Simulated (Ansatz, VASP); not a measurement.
# One calculation of NaF2, two programs

INCAR

```
SYSTEM = NaF2
PREC     = Accurate       ! precision mode
ENCUT    = 600            ! plane-wave cutoff, eV
EDIFF    = 1E-6           ! SCF threshold, eV
ISMEAR   = 0              ! smearing method
SIGMA    = 0.1            ! smearing width, eV
LREAL    = .False.        ! projectors in reciprocal space
LASPH    = .True.         ! aspherical terms in the spheres
NELM     = 150            ! most SCF steps
ALGO     = Normal         ! electronic algorithm
ISIF     = 3              ! what is computed and relaxed
LWAVE    = .False.        ! write WAVECAR
LCHARG   = .False.        ! write CHGCAR
ISPIN    = 2              ! spin polarisation
MAGMOM   = 0 0.52 0.52    ! initial moments
LORBIT   = 11             ! projections on sites
GGA      = PE             ! functional
IBRION   = 2              ! ionic algorithm
NSW      = 90             ! ionic steps
EDIFFG   = -0.04          ! ionic threshold
```

File KPOINTS:

```
regular mesh
0
Gamma
  6 6 4
  0 0 0
```

File POSCAR:

```
NaF2
1.0
    3.4774329298      0.0000000000      0.0000000000
   -1.7387164649      3.0115452572      0.0000000000
    0.0000000000      0.0000000000      3.7547033295
Na F
1 2
Direct
    0.0000000000      0.0000000000      0.0000000000
    0.3333333333      0.6666666667      0.5000000000
    0.6666666667      0.3333333333      0.5000000000
```

Input for Ansatz:

```yaml
crystal:
  lattice:
    - [3.4774329298, 0.0, 0.0]
    - [-1.7387164649, 3.0115452572, 0.0]
    - [0.0, 0.0, 3.7547033295]
  atoms:
    - { symbol: Na, position: [0.0, 0.0, 0.0] }
    - { symbol: F, position: [0.3333333333, 0.6666666667, 0.5], spin: 0.52 }
    - { symbol: F, position: [0.6666666667, 0.3333333333, 0.5], spin: 0.52 }
basis:
  ecutwfc: 420
kpoints:
  mp_grid: { grid: [6, 6, 4] }
hamiltonian:
  xc: pbe
scf:
  occupations: { method: gaussian, width: 0.1 }
  lower_state_search: "off"
output:
  forces: true
  stress: true
  eigenvalues: true
  populations: true
magnetization:
  spin_polarized: true
relax:
  adjacent_minimum: "off"
  f_tol: 0.04
  max_steps: 70
  cell: { stress_tol: 0.4 }
```

Alike in both runs: task relaxation of cell and atoms; functional PBE; k mesh 6 × 6 × 4; occupations gaussian, width 0.1 eV; collinear spin.

|  | VASP | Ansatz |
| --- | --- | --- |
| version | VASP 6.6.1 | Ansatz 0.2.0 |
| potentials or method | VASP PAW PBE potentials, release 64 (Na_pv, F), cutoff 600 eV | scalar-relativistic, plane waves, PAW |
| valence electrons in the cell | 21 | 23 |

Ansatz gave:

- gap on the k mesh at the Fermi level, each at its own relaxed structure (eV): none
- net moment per atom (μB): 0.33
- size of the moment on the site where the two differ most (μB): 0.50
- relaxed volume (Å³/atom): 13.05
- relaxed cell length with the largest relative difference (Å): 3.083

Estimate VASP's values.

gap on the k mesh at the Fermi level, each at its own relaxed structure (eV): none; net moment per atom (μB): 0.33; size of the moment on the site where the two differ most (μB): 0.47; relaxed volume (Å³/atom): 13.00; relaxed cell length with the largest relative difference (Å): 3.070.

Site moments also hang on the region over which each program counts them. A gap of «none» marks a metal or a gap that the smearing closes. VASP's potentials hold 21 valence electrons a cell and Ansatz's 23, so a difference there can come from the potentials and not from the codes.

The k mesh is coarse, so the values compare programs but aren't converged.
